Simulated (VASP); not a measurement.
# HgTe (Coloradoite) (F-43m) in VASP: a series of runs, part 2 of 2

VASP 6.6.1. The steps go on from the part before.

## Step 3: Single point, r2SCAN+D4

This run uses another cell than the first one, of 32.55 Å³/atom, 1.021 times its volume.

The input, POSCAR:

```
HgTe
1.0
    0.0000000000      3.1929255244      3.1929255244
    3.1929255244      0.0000000000      3.1929255244
    3.1929255244      3.1929255244      0.0000000000
Hg Te
1 1
Direct
    0.0000000000      0.0000000000      0.0000000000
    0.7500000000      0.7500000000      0.7500000000
```

The input, INCAR.step1:

```
SYSTEM = HgTe
ALGO = Normal
EDIFF = 1E-4
ENCUT = 520
GGA = PE
ISMEAR = -1
LASPH = .TRUE.
LCHARG = .FALSE.
LREAL = .FALSE.
LWAVE = .TRUE.
NBANDS = 16
NELM = 80
PREC = Accurate
SIGMA = 0.05
```

The input, INCAR.step2:

```
SYSTEM = HgTe
ALGO = Normal
EDIFF = 1E-7
ENCUT = 520
ISIF = 2
ISMEAR = -1
ISTART = 1
IVDW = 13
LASPH = .TRUE.
LCHARG = .FALSE.
LMIXTAU = .TRUE.
LREAL = .FALSE.
LWAVE = .FALSE.
METAGGA = R2SCAN
NBANDS = 16
NELM = 80
PREC = Accurate
SIGMA = 0.05
VDW_A1 = 0.51559235
VDW_A2 = 5.77342911
VDW_S6 = 1.0
VDW_S8 = 0.6018749
```

The input, KPOINTS:

```
k-points
0
G
  7 7 7
  0 0 0
```

Potentials or basis: VASP PAW PBE potentials, release 64 (Hg, Te).

On the command line:

```
cat potpaw_PBE.64/Hg/POTCAR potpaw_PBE.64/Te/POTCAR > POTCAR
cp INCAR.step1 INCAR
mpirun -np 1 vasp_std > vasp.out
cp INCAR.step2 INCAR
mpirun -np 1 vasp_std > vasp.out
```

OUTCAR:

```text
SYSTEM = HgTe
   EDIFF = 1E-7
   ENCUT = 520
   ISIF = 2
   ISMEAR = -1
   ISTART = 1
   IVDW = 13
   LASPH = .TRUE.
   LREAL = .FALSE.
   METAGGA = R2SCAN
   NELM = 80
   PREC = Accurate

 ion  position               nearest neighbor table
   1  0.000  0.000  0.000-   2 2.77   2 2.77   2 2.77   2 2.77
   2  0.750  0.750  0.750-   1 2.77   1 2.77   1 2.77   1 2.77

  LATTYP: Found a face centered cubic cell.
 ALAT       =     6.3858510488

  Lattice vectors:

 A1 = (   0.0000000000,   3.1929255244,   3.1929255244)
[... 560 lines left out ...]

  DFT-D4 for vdW energy calculation

  Edisp (eV):   -0.27975

  FORCE on cell =-STRESS in cart. coord.  units (eV):
  Direction    XX          YY          ZZ          XY          YZ          ZX
  --------------------------------------------------------------------------------------
  -------------------------------------------------------------------------------------
  Total       1.55335     1.55335     1.55335     0.00000     0.00000     0.00000
  in kB      38.22815    38.22815    38.22815     0.00000     0.00000     0.00000
  external pressure =       38.23 kB  Pullay stress =        0.00 kB

 VOLUME and BASIS-vectors are now :
 -----------------------------------------------------------------------------
  energy-cutoff  :      520.00
  volume of cell :       65.10
      direct lattice vectors                 reciprocal lattice vectors
     0.000000000  3.192925524  3.192925524    -0.156596199  0.156596199  0.156596199
     3.192925524  0.000000000  3.192925524     0.156596199 -0.156596199  0.156596199
     3.192925524  3.192925524  0.000000000     0.156596199  0.156596199 -0.156596199

 POSITION                                       TOTAL-FORCE (eV/Angst)
 -----------------------------------------------------------------------------------
      0.00000      0.00000      0.00000        -0.000000     -0.000000     -0.000000
      4.78939      4.78939      4.78939         0.000000      0.000000      0.000000
 -----------------------------------------------------------------------------------
    total drift:                                0.000000      0.000000      0.000000

  FREE ENERGIE OF THE ION-ELECTRON SYSTEM (eV)
  ---------------------------------------------------
  free  energy   TOTEN  =       -75.3624041653 eV

  energy  without entropy=      -75.3617480853  energy(sigma->0) =      -75.36207613
```

OSZICAR.step1:

```text
N       E                     dE             d eps       ncg     rms          rms(c)
DAV:   1     0.105541106204E+03    0.10554E+03   -0.82756E+03   656   0.983E+02
DAV:   2    -0.653334473029E-01   -0.10561E+03   -0.98414E+02   744   0.230E+02
DAV:   3    -0.369249385257E+01   -0.36272E+01   -0.36180E+01   768   0.437E+01
DAV:   4    -0.372712775162E+01   -0.34634E-01   -0.34631E-01   944   0.390E+00
DAV:   5    -0.372749792182E+01   -0.37017E-03   -0.37015E-03   816   0.284E-01    0.833E+00
DAV:   6    -0.351763367627E+01    0.20986E+00   -0.40588E-01   744   0.883E+00    0.651E+00
DAV:   7    -0.350894883330E+01    0.86848E-02   -0.10680E-01   712   0.228E+00    0.226E+00
DAV:   8    -0.350800024874E+01    0.94858E-03   -0.12157E-02   712   0.129E+00    0.589E-01
DAV:   9    -0.350801595332E+01   -0.15705E-04   -0.74211E-04   800   0.317E-01
   1 F= -.35080160E+01 E0= -.35076826E+01  d E =-.666640E-03
```

It took 1.9 min on 1 thread of AMD EPYC 7R43 (Zen 3), shared host; peak memory 0.18 GiB.

What came out:

| Property | Result |
| --- | --- |
| Free energy | -75.3624 eV |
| Pressure | 3.8 GPa |
| Band gap on the k mesh | zero (filled and empty bands touch) |
| Dispersion energy per atom | -0.140 eV |

Caveat: the PAW data sets were made with another functional, which shifts forces and pressure a little; spin-orbit coupling is left out, which moves the levels of the heavy elements; pairwise dispersion overbinds metals, which lowers pressure and volume.

## Step 4: Single point, r2SCAN+D4

This run uses another cell than the first one, of 33.22 Å³/atom, 1.042 times its volume.

The input, POSCAR:

```
HgTe
1.0
    0.0000000000      3.2145000000      3.2145000000
    3.2145000000      0.0000000000      3.2145000000
    3.2145000000      3.2145000000      0.0000000000
Hg Te
1 1
Direct
    0.0000000000      0.0000000000      0.0000000000
    0.7500000000      0.7500000000      0.7500000000
```

Changes to INCAR.step1 since step 3:

```diff
@@ -11,3 +11,3 @@
 NBANDS = 16
-NELM = 80
+NELM = 60
 PREC = Accurate
```

Changes to INCAR.step2 since step 3:

```diff
@@ -15,3 +15,3 @@
 NBANDS = 16
-NELM = 80
+NELM = 60
 PREC = Accurate
```

KPOINTS is that of step 3.

On the command line:

```
cat potpaw_PBE.64/Hg/POTCAR potpaw_PBE.64/Te/POTCAR > POTCAR
cp INCAR.step1 INCAR
mpirun -np 1 vasp_std > vasp.out
cp INCAR.step2 INCAR
mpirun -np 1 vasp_std > vasp.out
```

It took 1.9 min on 1 thread of AMD EPYC 7R43 (Zen 3), shared host; peak memory 0.19 GiB.

Results (log left out):

```yaml
Free_energy: -75.3894 eV
Pressure: 2.7 GPa
Band_gap_on_the_k_mesh: zero (filled and empty bands touch)
Dispersion_energy_per_atom: -0.137 eV
```

Levels at points of the mesh, in eV from the Fermi level:
| k point | band 7 | band 8 | band 9 | band 10 | band 11 | band 12 |
| --- | --- | --- | --- | --- | --- | --- |
| (0.00, 0.00, 0.00) | -0.41 | -0.04 | -0.04 | -0.04 | 4.49 | 4.49 |

Caveat: the PAW data sets were made with another functional, which shifts forces and pressure a little; spin-orbit coupling is left out, which moves the levels of the heavy elements; pairwise dispersion overbinds metals, which lowers pressure and volume.

## Step 5: Overview

| cell | gap on the mesh (eV) | pressure (GPa) |
| --- | --- | --- |
| a = 4.485 Å, angles 60.0°, 2 atoms | none | 5.1 |
| a = 4.515 Å, angles 60.0°, 2 atoms | none | 3.8 |
| a = 4.546 Å, angles 60.0°, 2 atoms | none | 2.7 |

Alike in all rows: task single point; level r2SCAN+D4; potentials or basis VASP PAW PBE potentials, release 64 (Hg, Te); no spin polarisation; k mesh 7 × 7 × 7; cutoff (eV) 520; smearing fermi-dirac 0.05 eV.

Caveats: the PAW data sets were made with another functional, which shifts forces and pressure a little; spin-orbit coupling is left out, which moves the levels of the heavy elements; pairwise dispersion overbinds metals, which lowers pressure and volume.

Absolute energies hang on the potentials; compare differences alone.
